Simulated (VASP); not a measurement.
Al16ClO24 (a cell with a defect), 41 atoms in the cell. The cell holds a defect, 41 atoms: a = 5.181 Å, b = 10.361 Å, c = 10.361 Å, α = 55.29°, β = 55.29°, γ = 55.29°. 

| Property | Result |
| --- | --- |
| Program | VASP 6.6.1 |
| Task | single point |
| Functional | PBE |
| Potentials or basis | VASP PAW PBE potentials, release 64 (Al, O, Cl) |
| Cutoff | 520 eV |
| k mesh | 1 × 1 × 1, shifted |
| Occupations | fermi-dirac, width 0.01 eV |
| Spin | no spin polarisation |
| Dipole correction | no |
| Charge | -1 |
| Further INCAR settings | LREAL = Auto; ALGO = Normal; EDIFF = 1e-06; NBANDS = 126; NELECT = 200.0 |

Potentials or basis: VASP PAW PBE potentials, release 64 (Al, O, Cl).

Launch:

```bash
$ cat potpaw_PBE.64/Al/POTCAR potpaw_PBE.64/O/POTCAR potpaw_PBE.64/Cl/POTCAR > POTCAR
$ mpirun -np 1 vasp_std > vasp.out
```

Hardware: 1 thread of Oxide Virtual Turin-like Processor, on a shared host.

Question: Estimate the wall time of this run.

Answer: It took 3.8 min on 1 thread of Oxide Virtual Turin-like Processor, on a shared host, peak memory 0.5 GiB. Counts: scf iterations 16, k points 1.
